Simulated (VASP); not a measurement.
# As (Cmce) in VASP: single point with PBE+D3(BJ)

Aim: the single point of As with PBE+D3(BJ).

Program: VASP 6.6.1. These are calculated values, not measurements. Logs are shortened: lines on timing, memory, paths and dates and some standing lists are left out, and cuts for length are marked.

### Step 1. The cell of the first run

It takes space group Cmce (No. 64, orthorhombic). Conventional cell: a = 3.729 Å, b = 10.844 Å, c = 4.288 Å, α = 90.00°, β = 90.00°, γ = 90.00°. As (site symmetry m) has 5 As at 2.49 to 3.21 Å within 3.3 Å.

### Step 2. Single point, PBE+D3(BJ)

File INCAR:

```
PREC     = Accurate       # precision mode
ENCUT    = 510            # plane-wave cutoff, eV
EDIFF    = 1E-6           # SCF threshold, eV
ISMEAR   = -1             # smearing method
SIGMA    = 0.15           # smearing width, eV
LREAL    = F              # projectors in reciprocal space
LASPH    = T              # aspherical terms in the spheres
NELM     = 120            # most SCF steps
ALGO     = Normal         # electronic algorithm
ISIF     = 2              # what is computed and relaxed
LWAVE    = F              # write WAVECAR
LCHARG   = F              # write CHGCAR
GGA      = PE             # functional
IVDW     = 12             # dispersion correction
NBANDS   = 38             # bands
GGA_COMPAT= F
```

File KPOINTS:

```
regular mesh
0
Gamma
  12 12 10
```

File POSCAR:

```
As
1.0
    1.8643743148     -5.4219132809      0.0000000000
    1.8643743148      5.4219132809      0.0000000000
    0.0000000000      0.0000000000      4.2882141827
As
4
Direct
    0.1128210598      0.8871789402      0.0548461609
    0.6128210598      0.3871789402      0.4451538391
    0.8871789402      0.1128210598      0.9451538391
    0.3871789402      0.6128210598      0.5548461609
```

Potentials or basis: VASP PAW PBE potentials, release 64 (As_d).

Command:

```sh
> cat potpaw_PBE.64/As_d/POTCAR > POTCAR
> mpirun -np 1 vasp_std > vasp.out
```

OUTCAR:

```text
PREC = Accurate
   ENCUT = 510
   EDIFF = 1E-6
   ISMEAR = -1
   LREAL = F
   LASPH = T
   NELM = 120
   ISIF = 2
   GGA = PE
   IVDW = 12
 IVDW          = 12

 ion  position               nearest neighbor table
   1  0.113  0.887  0.055-   3 2.49   2 2.51   2 2.51
   2  0.613  0.387  0.445-   4 2.49   1 2.51   1 2.51
   3  0.887  0.113  0.945-   1 2.49   4 2.51   4 2.51
   4  0.387  0.613  0.555-   2 2.49   3 2.51   3 2.51

  LATTYP: Found a base centered orthorhombic cell.
 ALAT       =     3.7287486296
 B/A-ratio  =     2.9081677632
 C/A-ratio  =     1.1500411019

  Lattice vectors:

 A1 = (   1.8643743148,  -5.4219132809,   0.0000000000)
 A2 = (   1.8643743148,   5.4219132809,   0.0000000000)
 A3 = (   0.0000000000,   0.0000000000,   4.2882141827)

Analysis of symmetry for initial positions (statically):
=====================================================================
 Subroutine PRICEL returns:
 Original cell was already a primitive cell.

 Routine SETGRP: Setting up the symmetry group for a
 base centered orthorhombic supercell.

 Subroutine GETGRP returns: Found  8 space group operations
 (whereof  4 operations were pure point group operations)
 out of a pool of  8 trial point group operations.

The static configuration has the point symmetry C_2h.
 The point group associated with its full space group is D_2h.

Analysis of symmetry for dynamics (positions and initial velocities):
=====================================================================
 Subroutine PRICEL returns:
 Original cell was already a primitive cell.

 Routine SETGRP: Setting up the symmetry group for a
 base centered orthorhombic supercell.

 Subroutine GETGRP returns: Found  8 space group operations
 (whereof  4 operations were pure point group operations)
 out of a pool of  8 trial point group operations.

The dynamic configuration has the point symmetry C_2h.
 The point group associated with its full space group is D_2h.

 Subroutine INISYM returns: Found  8 space group operations
 (whereof  4 operations are pure point group operations),
 and found     1 'primitive' translations

----------------------------------------------------------------------------------------

                                     Primitive cell

  volume of cell :      86.6946

  direct lattice vectors                    reciprocal lattice vectors
     1.864374315 -5.421913281  0.000000000     0.268186488 -0.092218369  0.000000000
     1.864374315  5.421913281  0.000000000     0.268186488  0.092218369  0.000000000
     0.000000000  0.000000000  4.288214183     0.000000000  0.000000000  0.233197307

  length of vectors
     5.733501130  5.733501130  4.288214183     0.283598695  0.283598695  0.233197307

  position of ions in fractional coordinates (direct lattice)
     0.112821060  0.887178940  0.054846161
     0.612821060  0.387178940  0.445153839
     0.887178940  0.112821060  0.945153839
     0.387178940  0.612821060  0.554846161

  ion indices of the primitive-cell ions
   primitive index   ion index
                 1           1
                 2           2
                 3           3
                 4           4

----------------------------------------------------------------------------------------

 KPOINTS: regular mesh

Automatic generation of k-mesh.
 Grid dimensions read from file:
 generate k-points for:   12   12   10

 Generating k-lattice:

  Cartesian coordinates                     Fractional coordinates (reciprocal lattice)
     0.022348874 -0.007684864  0.000000000     0.083333333 -0.000000000  0.000000000
     0.022348874  0.007684864  0.000000000    -0.000000000  0.083333333  0.000000000
     0.000000000  0.000000000  0.023319731     0.000000000  0.000000000  0.100000000

  Length of vectors
     0.023633225  0.023633225  0.023319731

  Shift w.r.t. Gamma in fractional coordinates (k-lattice)
     0.000000000  0.000000000  0.000000000

 Subroutine IBZKPT returns following result:
 ===========================================

 Found    258 irreducible k-points:

 Following reciprocal coordinates:
            Coordinates               Weight
  0.000000  0.000000  0.000000      1.000000
  0.083333  0.000000  0.000000      4.000000
  0.166667 -0.000000  0.000000      4.000000
  0.250000  0.000000  0.000000      4.000000
  0.333333  0.000000  0.000000      4.000000
  0.416667  0.000000  0.000000      4.000000
[... 16 lines left out ...]
  0.500000  0.166667  0.000000      4.000000
 -0.416667  0.166667  0.000000      4.000000
 [... further k-points ...]
   k-points           NKPTS =    258   k-points in BZ     NKDIM =    258   number of bands    NBANDS=     38
   number of dos      NEDOS =    301   number of ions     NIONS =      4
   total plane-waves  NPLWV =  56448
   dimension x,y,z NGX =    42 NGY =   42 NGZ =   32
   dimension x,y,z NGXF=    84 NGYF=   84 NGZF=   64
   ions per type =               4
   NGX,Y,Z   is equivalent  to a cutoff of  12.18, 12.18, 12.41 a.u.
   NGXF,Y,Z  is equivalent  to a cutoff of  24.36, 24.36, 24.81 a.u.
 SYSTEM =  unknown system
   PREC   = accura    normal or accurate (medium, high low for compatibility)
   ISTART =      0    job   : 0-new  1-cont  2-samecut
   ICHARG =      2    charge: 1-file 2-atom 10-const
   ISPIN  =      1    spin polarized calculation?
   LNONCOLLINEAR =      F non collinear calculations
   LSORBIT =      F    spin-orbit coupling
   LASPH  =      T    aspherical Exc in radial PAW
   ENCUT  =  510.0 eV  37.48 Ry    6.12 a.u.  10.56 10.56  7.90*2*pi/ulx,y,z
   NELM   =    120;   NELMIN=  2; NELMDL= -5     # of ELM steps
   EDIFF  = 0.1E-05   stopping-criterion for ELM
   LREAL  =      F    real-space projection
   EDIFFG = 0.1E-04   stopping-criterion for IOM
   NSW    =      0    number of steps for IOM
   IBRION =     -1    ionic relax: 0-MD 1-quasi-New 2-CG
   NFREE  =      0    steps in history (QN), initial steepest desc. (CG)
   ISIF   =      2    stress and relaxation
   ISYM   =      2    0-nonsym 1-usesym 2-fastsym
   POTIM  = 0.5000    time-step for ionic-motion
   TEBEG  =    0.0;   TEEND  =   0.0 temperature during run
   PSTRESS=    0.0 pullay stress
   NELECT =      60.0000    total number of electrons
   NUPDOWN=      -1.0000    fix difference up-down
   EMIN   =  10.00;   EMAX   =-10.00  energy-range for DOS
   EFERMI =   0.00;   METHOD = LEGACY
   ISMEAR =    -1;   SIGMA  =   0.15  broadening in eV -4-tet -1-fermi 0-gaus
   EFERMI_NEDOS =   21; number of points for ismear=-14 and -15
   IALGO  =     38    algorithm
   IMIX   =      4    mixing-type and parameters
     AMIX     =   0.40;   BMIX     =  1.00
     AMIX_MAG =   1.60;   BMIX_MAG =  1.00
  volume/ion in A,a.u.               =      21.67       146.26
  Fermi-wavevector in a.u.,A,eV,Ry     =   1.448087  2.736487 28.530802  2.096955
  Thomas-Fermi vector in A             =   2.565968
   LORBIT       =      0    0 simple, 1 ext, 2 COOP (PROOUT), +10 PAW based schemes
   GGA     = PE    functional components
   LHFCALC =     F    Hartree Fock is set to
   AEXX    =    0.0000 exact exchange contribution
   IVDW    =    12    specifies the selected vdW correction
   LEPSILON=     F    determine dielectric tensor
   LRPA    =     F    only Hartree local field effects (RPA)
 non-spin polarized calculation
  energy-cutoff  :      510.00
  volume of cell :       86.69
 maximum number of plane-waves:      2290
   NGX = 21   NGY = 21   NGZ = 15

 number of electron      60.0000040 magnetization

 Free energy of the ion-electron system (eV)
  ---------------------------------------------------
  ext. energy  EPLUGINS =         0.00000000
  ---------------------------------------------------
  free energy    TOTEN  =       -18.56354575 eV

  energy without entropy =      -18.52234773  energy(sigma->0) =      -18.54294674

 E-fermi :   3.4491     XC(G=0): -10.6333

 val. band max:        3.4468856846   @ k =   0.5000   0.5000   0.1000
 cond. band min:       3.4555560371   @ k =   0.5000   0.5000   0.0000
 fundamental gap:      0.0086703525
 Fermi energy:         3.4490667706

 k-point     1 :       0.0000    0.0000    0.0000
  band No.  band energies     occupation
      1     -32.5798      2.00000
      2     -32.5782      2.00000
      3     -32.5583      2.00000
      4     -32.5332      2.00000
      5     -32.5285      2.00000
      6     -32.5000      2.00000
[... 30 lines left out ...]
     37      10.3311      0.00000
     38      10.4616      0.00000

 k-point     2 :       0.0833    0.0000    0.0000
  band No.  band energies     occupation
      1     -32.5787      2.00000
      2     -32.5764      2.00000
      3     -32.5580      2.00000
      4     -32.5319      2.00000
      5     -32.5273      2.00000
      6     -32.5015      2.00000
[... 30 lines left out ...]
     37       9.6956      0.00000
     38      10.4758      0.00000

 k-point     3 :       0.1667   -0.0000    0.0000
  band No.  band energies     occupation
      1     -32.5756      2.00000
      2     -32.5712      2.00000
      3     -32.5573      2.00000
      4     -32.5285      2.00000
      5     -32.5238      2.00000
      6     -32.5028      2.00000
[... 30 lines left out ...]
     37       8.9238      0.00000
     38      10.4517      0.00000

 k-point     4 :       0.2500    0.0000    0.0000
  band No.  band energies     occupation
      1     -32.5709      2.00000
      2     -32.5629      2.00000
      3     -32.5563      2.00000
      4     -32.5243      2.00000
      5     -32.5187      2.00000
      6     -32.5023      2.00000
[... 30 lines left out ...]
     37       9.3633      0.00000
     38      10.4914      0.00000
[... 703 lines left out ...]
      4     -32.5175      2.00000
      5     -32.5108      2.00000
      6     -32.5083      2.00000
[... 30 lines left out ...]
     37      11.4595      0.00000
     38      11.5566      0.00000

 k-point    23 :       0.5000    0.1667    0.0000
  band No.  band energies     occupation
      1     -32.5655      2.00000
      2     -32.5553      2.00000
      3     -32.5519      2.00000
      4     -32.5210      2.00000
      5     -32.5134      2.00000
      6     -32.5019      2.00000
[... 30 lines left out ...]
     37      10.5215      0.00000
     38      11.3884      0.00000

 k-point    24 :      -0.4167    0.1667    0.0000
  band No.  band energies     occupation
      1     -32.5709      2.00000
      2     -32.5630      2.00000
      3     -32.5562      2.00000
      4     -32.5248      2.00000
      5     -32.5190      2.00000
      6     -32.5028      2.00000
[... 30 lines left out ...]
     37       9.1706      0.00000
     38      10.6217      0.00000

 [... further k-points ...]

------------------------ aborting loop because EDIFF is reached ----------------------------------------

 Edisp (eV)   -1.66456

 E8    (eV) :    -0.7043

  FORCE on cell =-STRESS in cart. coord.  units (eV):
  Direction    XX          YY          ZZ          XY          YZ          ZX
  --------------------------------------------------------------------------------------
  -------------------------------------------------------------------------------------
  Total       0.07790     0.08811     0.07856     0.00000     0.00000     0.00000
  in kB       1.43973     1.62834     1.45185     0.00000     0.00000     0.00000
  external pressure =        1.51 kB  Pullay stress =        0.00 kB

 VOLUME and BASIS-vectors are now :
 -----------------------------------------------------------------------------
  energy-cutoff  :      510.00
  volume of cell :       86.69
      direct lattice vectors                 reciprocal lattice vectors
     1.864374315 -5.421913281  0.000000000     0.268186488 -0.092218369  0.000000000
     1.864374315  5.421913281  0.000000000     0.268186488  0.092218369  0.000000000
     0.000000000  0.000000000  4.288214183     0.000000000  0.000000000  0.233197307

 POSITION                                       TOTAL-FORCE (eV/Angst)
 -----------------------------------------------------------------------------------
      1.86437      4.19850      0.23519         0.000000     -0.008921     -0.008775
      1.86437     -1.22341      1.90892         0.000000     -0.008921      0.008775
      1.86437     -4.19850      4.05302         0.000000      0.008921      0.008775
      1.86437      1.22341      2.37930         0.000000      0.008921     -0.008775
 -----------------------------------------------------------------------------------
    total drift:                                0.000000     -0.000000      0.000000

  FREE ENERGIE OF THE ION-ELECTRON SYSTEM (eV)
  ---------------------------------------------------
  free  energy   TOTEN  =       -20.2281048084 eV

  energy  without entropy=      -20.1869067848  energy(sigma->0) =      -20.20750580
```

Run time: 9.1 min. Hardware: 1 thread of Intel Xeon Platinum 8488C (Sapphire Rapids), shared host; peak memory 0.64 GiB.

Results:

```
Free energy                : -20.2281 eV
Pressure                   : 0.2 GPa
Largest force              : 0.013 eV/Å
Band gap on the k mesh     : zero (bands 30 and 31 overlap by 0.44 eV)
Dispersion energy per atom : -0.416 eV
```

Forces in eV/Å, atoms in the order of the input:
```
As   0.000 -0.009 -0.009
As   0.000 -0.009  0.009
As   0.000  0.009  0.009
As   0.000  0.009 -0.009
```

Levels at points of the mesh, in eV from the Fermi level:
| k point | band 27 | band 28 | band 29 | band 30 | band 31 | band 32 | band 33 | band 34 |
| --- | --- | --- | --- | --- | --- | --- | --- | --- |
| (0.00, 0.00, 0.00) | -3.30 | -2.26 | -2.05 | -0.89 | 2.01 | 2.38 | 2.51 | 3.64 |
| (0.50, 0.00, 0.00) | -2.38 | -2.38 | -2.13 | -2.13 | 0.80 | 0.80 | 1.24 | 1.24 |
| (0.50, 0.50, 0.00) | -3.75 | -1.73 | -1.49 | -0.50 | 0.01 | 2.02 | 2.34 | 3.19 |
| (0.00, 0.00, 0.50) | -2.10 | -2.10 | -0.53 | -0.53 | 0.82 | 0.82 | 1.65 | 1.65 |
| (0.50, 0.00, 0.50) | -4.74 | -4.74 | -1.86 | -1.86 | 1.95 | 1.95 | 5.23 | 5.23 |
| (0.50, 0.50, 0.50) | -1.72 | -1.72 | -1.09 | -1.09 | 1.40 | 1.40 | 1.77 | 1.77 |
